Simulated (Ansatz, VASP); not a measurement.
# TiSe2: VASP beside Ansatz

```
Ti Se
1.0
     3.56141    0.00000    0.00000
    -1.78070    3.08427    0.00000
     0.00000    0.00000    6.31209
Ti Se
1 2
Direct
  0.00000 0.00000 0.00000
  0.33333 0.66667 0.24039
  0.66667 0.33333 0.75961
```

Alike in both runs: task single point; functional r2SCAN; k mesh 15 × 15 × 8; occupations gaussian, width 0.1 eV; no spin polarisation.

```csv
,VASP,Ansatz
version,VASP 6.6.1,Ansatz 0.2.0
potentials or method,"VASP PAW PBE potentials, release 64 (Ti_sv, Se), cutoff 550 eV","scalar-relativistic, plane waves, PAW"
valence electrons in the cell,24,44
```

VASP gave:

| Quantity | Value |
| --- | --- |
| gap on the k mesh at the Fermi level (eV) | none |
| pressure (GPa) | 0.2 |
| rms of the force components (eV/Å) | 0.008 |

**Question.** Estimate Ansatz's values.

**Answer.** gap on the k mesh at the Fermi level (eV): none; pressure (GPa): 0.0; rms of the force components (eV/Å): 0.000.

VASP's potentials were made for PBE, not for r2SCAN. Atom by atom the forces differ by 0.008 eV/Å (rms over components). A gap of «none» marks a metal or a gap that the smearing closes. VASP's potentials hold 24 valence electrons a cell and Ansatz's 44, so a difference there can come from the potentials and not from the codes.
